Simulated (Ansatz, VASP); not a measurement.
## Ti: VASP beside Ansatz

```
CELL_PARAMETERS angstrom
3.16249 0.00000 0.00000
-1.58125 2.73880 0.00000
0.00000 0.00000 3.99535
ATOMIC_POSITIONS crystal
Ti 0.33333 0.66667 0.25000
Ti 0.66667 0.33333 0.75000
```

Alike in both runs: task single point; functional r2SCAN; k mesh 24 × 24 × 14; occupations gaussian, width 0.15 eV; no spin polarisation.

|  | VASP | Ansatz |
| --- | --- | --- |
| version | VASP 6.6.1 | Ansatz 0.2.0 |
| potentials or method | VASP PAW PBE potentials, release 64 (Ti_sv), cutoff 520 eV | scalar-relativistic, plane waves, PAW |
| valence electrons in the cell | 24 | 24 |

|  | VASP | Ansatz | Ansatz less VASP |
| --- | --- | --- | --- |
| gap on the k mesh at the Fermi level (eV) | none | none | - |
| pressure (GPa) | 1.3 | 0.8 | -0.41 |
| traceless stress, the component that is largest in VASP (GPa) | 12.19 | 12.12 | -0.064 |

VASP's potentials were made for PBE, not for r2SCAN. A gap of «none» marks a metal or a gap that the smearing closes.
